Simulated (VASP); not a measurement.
Sc:

```xyz
2
Lattice="3.3090 0.0000 0.0000 -1.6545 2.8657 0.0000 0.0000 0.0000 5.2733" Properties=species:S:1:pos:R:3 pbc="T T T"
Sc    0.0000    1.9105    1.3183
Sc    1.6545    0.9552    3.9550
```

```yaml
Program: VASP 6.6.1
Task: relaxation of cell and atoms
Functional: PBE
Potentials_or_basis: VASP PAW PBE potentials, release 64 (Sc_sv)
Cutoff: 600 eV
k_mesh: 16 × 16 × 8
Occupations: gaussian, width 0.05 eV
Spin: no spin polarisation
```

At the start: pressure -0.7 GPa; volume 25.00 Å³/atom.

Problem. How do energy, volume and symmetry change on relaxing?

Solution. Over 4 steps the energy falls by 3.0 meV/atom and the volume is 24.64 Å³/atom (-1.4 %); space group P6_3/mmc (No. 194, to 0.1 Å) before and after.

The path:
```tsv
step	energy change (eV)	largest force (eV/Å)	pressure (GPa)	volume (Å³)
1	0.0000	0.0000	-0.69	50.00
2	-0.0051	0.0000	0.11	49.22
3	-0.0053	0.0000	0.31	49.04
4	-0.0059	0.0000	0.02	49.29
```

Final structure:
```xyz
2
Lattice="3.3181 0.0000 0.0000 -1.6591 2.8736 0.0000 0.0000 0.0000 5.1693" Properties=species:S:1:pos:R:3 pbc="T T T"
Sc    0.0000    1.9157    1.2923
Sc    1.6591    0.9579    3.8770
```
